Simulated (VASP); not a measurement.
Write the native input for VASP 6.6.1 that does the following.

```yaml
Task: single point
Functional: PBE
Potentials_or_basis: VASP PAW PBE potentials, release 64 (Ti_sv)
Cutoff: 520 eV
k_mesh: 15 × 15 × 15
Occupations: fermi-dirac, width 0.05 eV
Spin: collinear spin
Starting_moments: "[1.645, 1.645] μB"
Dipole_correction: no
Further_INCAR_settings: ALGO = Normal; EDIFF = 1e-06; NBANDS = 23
```

The structure of Ti lies in POSCAR:

```
Ti
1.0
    0.0000000000      3.0155588838      3.0155588838
    3.0155588838      0.0000000000      3.0155588838
    3.0155588838      3.0155588838      0.0000000000
Ti
2
Direct
    0.1250000000      0.1250000000      0.1250000000
    0.8750000000      0.8750000000      0.8750000000
```

This isn't the form of Ti at room conditions, which is hcp.

The input as run:

INCAR

```
PREC = Accurate ; ENCUT = 520
EDIFF = 1E-6 ; ISMEAR = -1
SIGMA = 0.05 ; LREAL = F
LASPH = T ; NELM = 150
ALGO = Normal ; ISIF = 2
LWAVE = F ; LCHARG = T
ISPIN = 2 ; MAGMOM = 1.645 1.645
LORBIT = 11 ; LMAXMIX = 4
GGA = PE ; LELF = T
LVHAR = T ; NBANDS = 23
```

KPOINTS

```
Automatic mesh
0
Gamma
  15 15 15
```

Potentials or basis: VASP PAW PBE potentials, release 64 (Ti_sv).

The run is started by

```bash
$ cat potpaw_PBE.64/Ti_sv/POTCAR > POTCAR
$ mpirun -np 1 vasp_std > vasp.out
```

Results of the run:

* Pressure: 0.0 GPa
* Net moment: 4.56 μB per cell
* Site moments: Ti +1.76 μB
* Valence electrons inside the program's atomic spheres: Ti 10.31

Run time: 5.7 min on 1 thread of Intel Xeon 8259CL, with other jobs on the host, peak memory 0.34 GiB.
